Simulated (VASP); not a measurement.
A run of VASP 6.6.1 is set up as follows.

INCAR

```
  PREC = Accurate
  ENCUT = 600
  EDIFF = 1E-7
  ISMEAR = 0
  SIGMA = 0.1
  LREAL = F
  LASPH = T
  NELM = 60
  ALGO = Normal
  ISIF = 3
  LWAVE = F
  LCHARG = F
  GGA = PE
  IBRION = 2
  NSW = 90
  EDIFFG = -0.04
```

Contents of KPOINTS:

```
regular mesh
0
Gamma
  3 3 3
```

Contents of POSCAR:

```
Te3O7
1.0
    3.1384103300      1.8119620500      8.0486582700
   -3.1384103300      1.8119620500      8.0486582700
    0.0000000000     -3.6239240900      8.0486582700
Te O
3 7
Direct
    0.4160641100      0.4160641100      0.4160641100
    0.5839358900      0.5839358900      0.5839358900
    0.0000000000      0.0000000000      0.0000000000
    0.5000000000      0.5000000000      0.5000000000
    0.2080320600      0.2080320600      0.7080320600
    0.7080320600      0.2080320600      0.2080320600
    0.2080320600      0.7080320600      0.2080320600
    0.7919679400      0.2919679400      0.7919679400
    0.2919679400      0.7919679400      0.7919679400
    0.7919679400      0.7919679400      0.2919679400
```

Potentials or basis: VASP PAW PBE potentials, release 64 (Te, O).

The run is started by

```sh
$ cat potpaw_PBE.64/Te/POTCAR potpaw_PBE.64/O/POTCAR > POTCAR
$ mpirun -np 1 vasp_std > vasp.out
```

Task: Estimate the relaxed cell.

Result: a = 8.730 Å, b = 8.730 Å, c = 8.730 Å, α = 39.99°, β = 39.99°, γ = 39.99°.

Task: Predict the space group after relaxing (to 0.1 Å).

Result: R-3m (No. 166).

Task: What does it give for the relaxed volume?

Result: 24.76 Å³/atom.

Task: What does it give for the band gap on the k mesh?

Result: 0.51 eV.

Step by step:
```tsv
step	energy change (eV)	largest force (eV/Å)	pressure (GPa)	volume (Å³)
1	0.0000	4.0697	-6.38	274.62
2	-0.4594	5.6941	12.36	233.30
3	-1.5820	1.0310	1.27	249.49
4	-1.5826	0.9978	1.52	249.00
5	-1.8194	1.1103	0.64	253.70
6	-1.8505	1.5536	0.34	256.03
7	-1.9925	0.4108	-1.86	259.91
8	-1.9976	0.3955	-2.31	260.81
9	-2.1236	0.5736	-0.97	254.78
10	-2.1630	0.9770	0.44	249.36
11	-2.2421	0.4064	1.06	247.27
12	-2.2441	0.4740	1.18	246.88
13	-2.2703	0.0962	-0.96	250.54
14	-2.2769	0.1989	-0.32	249.39
15	-2.2800	0.0726	-0.11	248.21
16	-2.2800	0.0565	-0.12	248.28
17	-2.2803	0.0277	0.11	247.62
```

Caveat: spin-orbit coupling is left out, which moves the levels of the heavy elements. A k mesh can miss the band edges.
